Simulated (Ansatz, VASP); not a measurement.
# Two plane-wave programs on I

```
CELL_PARAMETERS angstrom
5.15658 0.00002 0.17941
1.17182 6.98544 -0.08176
2.34584 -0.32163 6.66040
ATOMIC_POSITIONS crystal
I 0.50089 0.32267 0.40903
I 0.50153 0.90935 0.17712
I 0.49847 0.09065 0.82288
I 0.49911 0.67733 0.59097
```

Alike in both runs: functional PBE; k mesh 6 × 4 × 4; occupations gaussian, width 0.02 eV; no spin polarisation.

Ansatz relaxed the structure, and its values are those at the end. VASP's run is a single point on that final structure, the one shown.

|  | VASP | Ansatz |
| --- | --- | --- |
| version | VASP 6.6.1 | Ansatz 0.2.0 |
| potentials or method | VASP PAW PBE potentials, release 64 (I), cutoff 520 eV | scalar-relativistic, plane waves, PAW |
| valence electrons in the cell | 28 | 68 |

|  | VASP | Ansatz | Ansatz less VASP |
| --- | --- | --- | --- |
| gap on the k mesh at the Fermi level (eV) | 1.61 | 1.60 | -0.011 |
| least direct gap on the mesh (eV) | 1.71 | 1.70 | -0.007 |
| pressure (GPa) | 0.0 | 0.0 | +0.02 |
| rms of the force components (eV/Å) | 0.010 | 0.006 | -0.0038 |

VASP's potentials hold 28 valence electrons a cell and Ansatz's 68, so a difference there can come from the potentials and not from the codes.

Neither program's run includes spin-orbit coupling.
